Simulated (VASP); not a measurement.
A run of VASP 6.6.1 is set up as follows.

File INCAR:

```
ALGO     = Normal         # electronic algorithm
EDIFF    = 1E-6           # SCF threshold, eV
ENCUT    = 750            # plane-wave cutoff, eV
GGA      = CA             # functional
GGA_COMPAT= False        
ISIF     = 2              # what is computed and relaxed
ISMEAR   = 0              # smearing method
LASPH    = True           # aspherical terms in the spheres
LCHARG   = False          # write CHGCAR
LREAL    = False          # projectors in reciprocal space
LWAVE    = False          # write WAVECAR
NBANDS   = 24             # bands
NELM     = 120            # most SCF steps
PREC     = Accurate       # precision mode
SIGMA    = 0.05           # smearing width, eV
```

KPOINTS

```
k-points
0
Gamma
  9 9 6
```

File POSCAR:

```
MgO
1.0
    3.3077869865      0.0000000000      0.0000000000
   -1.6538934933      2.8646275606      0.0000000000
    0.0000000000      0.0000000000      4.9828816700
Mg O
2 2
Direct
    0.3333333333      0.6666666667      0.0021597400
    0.6666666667      0.3333333333      0.5021597400
    0.3333333333      0.6666666667      0.4024402600
    0.6666666667      0.3333333333      0.9024402600
```

Potentials or basis: VASP PAW LDA potentials, release 64 (Mg_sv, O).

The run is started by

```sh
$ cat potpaw_LDA.64/Mg_sv/POTCAR potpaw_LDA.64/O/POTCAR > POTCAR
$ mpirun -np 1 vasp_std > vasp.out
```

**Question.** Estimate the band gap on the k mesh.

**Answer.** 3.37 eV.

**Question.** What does it give for the largest force?

**Answer.** 0.033 eV/Å.

**Question.** What does it give for the pressure?

**Answer.** -4.3 GPa.

Stress tensor (GPa, compression positive):
```
-4.39  0.00  0.00
 0.00 -4.39  0.00
 0.00  0.00 -4.06
```

Caveat: the cell stands under tension; an odd mesh through Γ misses points on the zone boundary, where band edges can lie.
